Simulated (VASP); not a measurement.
# CdInS2 (P-3m1) in VASP: notebook, part 3 of 3

VASP 6.6.1. The steps go on from the part before.

## 4. Single point, PBE

This run uses another cell than the first one, of the same volume but with other edges.

INCAR

```
SYSTEM = CdInS2
PREC = Accurate
ENCUT = 520
EDIFF = 1E-7
ISMEAR = 0
SIGMA = 0.15
LREAL = .False.
LASPH = .True.
NELM = 80
ALGO = Normal
ISIF = 2
LWAVE = .False.
LCHARG = .True.
GGA = PE
LELF = .True.
LVHAR = .True.
NBANDS = 26
```

KPOINTS

```
Automatic mesh
0
Gamma
  12 12 6
  0 0 0
```

POSCAR

```
CdInS2
1.0
    4.0863836495      0.0000000000      0.0000000000
   -2.0431918247      3.5389120501      0.0000000000
    0.0000000000      0.0000000000      6.1115953862
Cd In S
1 1 2
Direct
    0.0000000000      0.0000000000      0.0000000000
    0.0000000000      0.0000000000      0.5000000000
    0.6666666667      0.3333333333      0.7211797945
    0.3333333333      0.6666666667      0.2788202055
```

Potentials or basis: VASP PAW PBE potentials, release 64 (Cd, In_d, S).

Command:

```sh
> cat potpaw_PBE.64/Cd/POTCAR potpaw_PBE.64/In_d/POTCAR potpaw_PBE.64/S/POTCAR > POTCAR
> mpirun -np 1 vasp_std > vasp.out
```

OUTCAR:

```text
SYSTEM = CdInS2
   PREC = Accurate
   ENCUT = 520
   EDIFF = 1E-7
   ISMEAR = 0
   LREAL = .False.
   LASPH = .True.
   NELM = 80
   ISIF = 2
   GGA = PE

 ion  position               nearest neighbor table
   1  0.000  0.000  0.000-   3 2.91   4 2.91   4 2.91   3 2.91   3 2.91   4 2.91   2 3.06   2 3.06

   2  0.000  0.000  0.500-   3 2.72   4 2.72   4 2.72   3 2.72   3 2.72   4 2.72   1 3.06   1 3.06

   3  0.667  0.333  0.721-   2 2.72   2 2.72   2 2.72   1 2.91   1 2.91   1 2.91
   4  0.333  0.667  0.279-   2 2.72   2 2.72   2 2.72   1 2.91   1 2.91   1 2.91

  LATTYP: Found a hexagonal cell.
 ALAT       =     4.0863836495
 C/A-ratio  =     1.4956000000

  Lattice vectors:

 A1 = (   4.0863836495,   0.0000000000,   0.0000000000)
 A2 = (  -2.0431918247,   3.5389120501,   0.0000000000)
 A3 = (   0.0000000000,   0.0000000000,   6.1115953862)

Analysis of symmetry for initial positions (statically):
=====================================================================
 Subroutine PRICEL returns:
 Original cell was already a primitive cell.

 Routine SETGRP: Setting up the symmetry group for a
 hexagonal supercell.

 Subroutine GETGRP returns: Found 12 space group operations
 (whereof 12 operations were pure point group operations)
 out of a pool of 24 trial point group operations.

The static configuration has the point symmetry D_3d.

Analysis of symmetry for dynamics (positions and initial velocities):
=====================================================================
 Subroutine PRICEL returns:
 Original cell was already a primitive cell.

 Routine SETGRP: Setting up the symmetry group for a
 hexagonal supercell.

 Subroutine GETGRP returns: Found 12 space group operations
 (whereof 12 operations were pure point group operations)
 out of a pool of 24 trial point group operations.

The dynamic configuration has the point symmetry D_3d.

 Subroutine INISYM returns: Found 12 space group operations
[... 118 lines left out ...]
   IALGO  =     38    algorithm
   IMIX   =      4    mixing-type and parameters
     AMIX     =   0.40;   BMIX     =  1.00
     AMIX_MAG =   1.60;   BMIX_MAG =  1.00
  volume/ion in A,a.u.               =      22.10       149.11
  Fermi-wavevector in a.u.,A,eV,Ry     =   1.224675  2.314300 20.406415  1.499829
  Thomas-Fermi vector in A             =   2.359741
   LORBIT       =      0    0 simple, 1 ext, 2 COOP (PROOUT), +10 PAW based schemes
   GGA     = PE    functional components
   LHFCALC =     F    Hartree Fock is set to
   AEXX    =    0.0000 exact exchange contribution
   IVDW    =     0    specifies the selected vdW correction
   LEPSILON=     F    determine dielectric tensor
   LRPA    =     F    only Hartree local field effects (RPA)
 non-spin polarized calculation
 Gauss-broadening in eV      SIGMA  =   0.15
  energy-cutoff  :      520.00
  volume of cell :       88.38
 maximum number of plane-waves:      2410
   NGX = 15   NGY = 15   NGZ = 23

 number of electron      37.0000002 magnetization

 Free energy of the ion-electron system (eV)
  ---------------------------------------------------
  ext. energy  EPLUGINS =         0.00000000
  ---------------------------------------------------
  free energy    TOTEN  =       -12.46643860 eV

  energy without entropy =      -12.44447372  energy(sigma->0) =      -12.45545616

 E-fermi :   5.6345     XC(G=0): -10.0232

 val. band max:        5.6344916153   @ k =   0.5000  -0.0000   0.5000
 cond. band min:       5.6357975799   @ k =   0.1667   0.0000   0.3333
 fundamental gap:      0.0013059646
 Fermi energy:         5.6345479538

 k-point     1 :       0.0000    0.0000    0.0000
  band No.  band energies     occupation
      1      -9.6769      2.00000
      2      -9.6181      2.00000
      3      -9.6181      2.00000
      4      -9.5142      2.00000
      5      -9.5142      2.00000
      6      -8.8805      2.00000
[... 685 lines left out ...]
     25      11.3484      0.00000
     26      11.8431      0.00000

 [... further k-points ...]

------------------------ aborting loop because EDIFF is reached ----------------------------------------

  FORCE on cell =-STRESS in cart. coord.  units (eV):
  Direction    XX          YY          ZZ          XY          YZ          ZX
  --------------------------------------------------------------------------------------
  -------------------------------------------------------------------------------------
  Total       -0.4423335     -0.4423335      5.4827454     -0.0000000      0.0000000      0.0000000
  in kB       -8.0185694     -8.0185694     99.3905657     -0.0000000      0.0000000      0.0000000
  external PRESSURE =      27.7844756 kB  Pullay stress =       0.0000000 kB

 VOLUME and BASIS-vectors are now :
 -----------------------------------------------------------------------------
  energy-cutoff  :      520.00
  volume of cell :       88.38
      direct lattice vectors                 reciprocal lattice vectors
     4.086383650  0.000000000  0.000000000     0.244715153  0.141286359  0.000000000
    -2.043191825  3.538912050  0.000000000     0.000000000  0.282572719  0.000000000
     0.000000000  0.000000000  6.111595386     0.000000000  0.000000000  0.163623397

 POSITION                                       TOTAL-FORCE (eV/Angst)
 -----------------------------------------------------------------------------------
      0.00000      0.00000      0.00000         0.000000      0.000000     -0.000000
      0.00000      0.00000      3.05580         0.000000      0.000000     -0.000000
      2.04319      1.17964      4.40756        -0.000000     -0.000000      0.904426
     -0.00000      2.35927      1.70404        -0.000000      0.000000     -0.904426
 -----------------------------------------------------------------------------------
    total drift:                               -0.000000      0.000000      0.000000

  FREE ENERGIE OF THE ION-ELECTRON SYSTEM (eV)
  ---------------------------------------------------
  free  energy   TOTEN  =       -12.4664385974 eV

  energy  without entropy=      -12.4444737150  energy(sigma->0) =      -12.45545616
```

OSZICAR:

```text
N       E                     dE             d eps       ncg     rms          rms(c)
DAV:   1     0.320395563862E+03    0.32040E+03   -0.17620E+04  5212   0.154E+03
DAV:   2     0.170677214699E+02   -0.30333E+03   -0.29180E+03  5448   0.396E+02
DAV:   3    -0.123497907512E+02   -0.29418E+02   -0.28886E+02  6478   0.123E+02
DAV:   4    -0.133771764688E+02   -0.10274E+01   -0.10178E+01  6192   0.225E+01
DAV:   5    -0.134099870937E+02   -0.32811E-01   -0.32793E-01  7434   0.425E+00    0.105E+01
DAV:   6    -0.124722940091E+02    0.93769E+00   -0.19906E+00  8234   0.199E+01    0.753E+00
DAV:   7    -0.124690930887E+02    0.32009E-02   -0.51031E-01  6298   0.477E+00    0.291E+00
DAV:   8    -0.124661952871E+02    0.28978E-02   -0.35198E-02  6752   0.185E+00    0.665E-01
DAV:   9    -0.124662499488E+02   -0.54662E-04   -0.44794E-03  6520   0.679E-01    0.183E-01
DAV:  10    -0.124663336471E+02   -0.83698E-04   -0.36040E-04  6018   0.134E-01    0.769E-02
DAV:  11    -0.124664226299E+02   -0.88983E-04   -0.79576E-05  5800   0.567E-02    0.500E-02
DAV:  12    -0.124664374490E+02   -0.14819E-04   -0.14643E-05  6062   0.275E-02    0.103E-02
DAV:  13    -0.124664382399E+02   -0.79088E-06   -0.11036E-06  6680   0.670E-03    0.542E-03
DAV:  14    -0.124664386274E+02   -0.38757E-06   -0.47832E-07  5554   0.333E-03    0.733E-04
DAV:  15    -0.124664385974E+02    0.30025E-07   -0.29356E-08  4220   0.118E-03
   1 F= -.12466439E+02 E0= -.12455456E+02  d E =-.219649E-01
```

stdout:

```text
POSCAR found type information on POSCAR CdInS
 POSCAR found :  3 types and       4 ions
 scaLAPACK will be used
 LDA part: xc-table for (Slater+PW92), standard interpolation
 POSCAR, INCAR and KPOINTS ok, starting setup
 FFT: planning ... GRIDC
 FFT: planning ... GRID_SOFT
 FFT: planning ... GRID
 WAVECAR not read
 entering main loop
```

Run time: 6.1 min. Hardware: 1 thread of Intel Xeon 8259CL, shared host; peak memory 0.36 GiB.

Results:

```yaml
Free_energy: -12.4664 eV
Pressure: 2.8 GPa
Largest_force: 0.904 eV/Å
Band_gap_on_the_k_mesh: zero (an odd number of electrons rules out a gap without spin polarisation)
```

Forces on the atoms (eV/Å):
```
Cd   0.000  0.000  0.000
In   0.000  0.000  0.000
S    0.000  0.000  0.904
S    0.000  0.000 -0.904
```

Stress tensor (GPa, compression positive):
```
-0.80  0.00  0.00
 0.00 -0.80  0.00
 0.00  0.00  9.94
```

Levels at points of the mesh, in eV from the Fermi level:
```
           k point  band 17  band 18  band 19  band 20  band 21  band 22
(0.00, 0.00, 0.00)    -2.55    -2.51    -2.20     0.40     3.51     3.51
(0.50, 0.00, 0.00)    -3.33    -2.21    -0.05     1.01     1.33     3.64
(0.00, 0.00, 0.50)    -2.73    -2.73    -0.52     0.39     3.54     3.54
(0.50, 0.00, 0.50)    -3.11    -3.01    -0.18     0.00     3.64     3.99
```

Caveat: the stress differs along the axes, from -1 to 10 GPa; spin-orbit coupling is left out, which moves the levels of the heavy elements; an odd number of electrons without spin polarisation forces a metal; a magnetic or distorted state may lie lower.

## 5. The runs side by side

| cell | gap on the mesh (eV) | pressure (GPa) | largest force (eV/Å) |
| --- | --- | --- | --- |
| a = 3.808, b = 3.808, c = 7.036 Å, angles 90.0, 90.0, 120.0°, 4 atoms, atomic positions A | none | 0.8 | 0.63 |
| a = 4.086, b = 4.086, c = 6.112 Å, angles 90.0, 90.0, 120.0°, 4 atoms, atomic positions B | none | 3.5 | 1.13 |
| a = 4.086, b = 4.086, c = 6.112 Å, angles 90.0, 90.0, 120.0°, 4 atoms, atomic positions A | none | 2.8 | 0.90 |

Alike in all rows: task single point; level PBE; potentials or basis VASP PAW PBE potentials, release 64 (Cd, In_d, S); no spin polarisation; k mesh 12 × 12 × 6; cutoff (eV) 520; smearing gaussian 0.15 eV.

Caveats: spin-orbit coupling is left out, which moves the levels of the heavy elements; an odd number of electrons without spin polarisation forces a metal; a magnetic or distorted state may lie lower; the stress differs along the axes, from 0 to 10 GPa (at least some runs); the stress differs along the axes, from -1 to 10 GPa (at least some runs).

Total energies depend on the potentials used, so only differences within one code and one set of settings carry meaning.
